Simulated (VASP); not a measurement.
Set up this calculation in VASP 6.6.1, as the native input.

```yaml
Task: single point
Functional: PBE
Potentials_or_basis: VASP PAW PBE potentials, release 64 (Ta_pv)
Cutoff: 520 eV
k_mesh: 14 × 14 × 14
Occupations: gaussian, width 0.05 eV
Spin: no spin polarisation
Dipole_correction: no
Further_INCAR_settings: ALGO = Normal; EDIFF = 1e-06; NBANDS = 12
```

The structure of Ta lies in POSCAR:

```
Ta
1.0
   -1.6594539133      1.6594539133      1.6594539133
    1.6594539133     -1.6594539133      1.6594539133
    1.6594539133      1.6594539133     -1.6594539133
Ta
1
Direct
    0.0000000000      0.0000000000      0.0000000000
```

These files were run (other wordings do the same):

INCAR

```
ALGO     = Normal         # electronic algorithm
EDIFF    = 1E-6           # SCF threshold, eV
ENCUT    = 520            # plane-wave cutoff, eV
GGA      = PE             # functional
ISIF     = 2              # what is computed and relaxed
ISMEAR   = 0              # smearing method
LASPH    = T              # aspherical terms in the spheres
LCHARG   = F              # write CHGCAR
LREAL    = F              # projectors in reciprocal space
LWAVE    = F              # write WAVECAR
NBANDS   = 12             # bands
NELM     = 80             # most SCF steps
PREC     = Accurate       # precision mode
SIGMA    = 0.05           # smearing width, eV
```

KPOINTS

```
k-points
0
Gamma
  14 14 14
```

Potentials or basis: VASP PAW PBE potentials, release 64 (Ta_pv).

Command:

```console
$ cat potpaw_PBE.64/Ta_pv/POTCAR > POTCAR
$ mpirun -np 1 vasp_std > vasp.out
```

Results of the run:

```
Pressure               : 0.1 GPa
Band gap on the k mesh : zero (an odd number of electrons rules out a gap without spin polarisation)
```

Caveat: spin-orbit coupling is left out, which moves the levels of the heavy elements.

It took 10 s on 1 thread of Intel(R) Xeon(R) Platinum 8488C (Sapphire Rapids), on a shared host, peak memory 0.15 GiB.
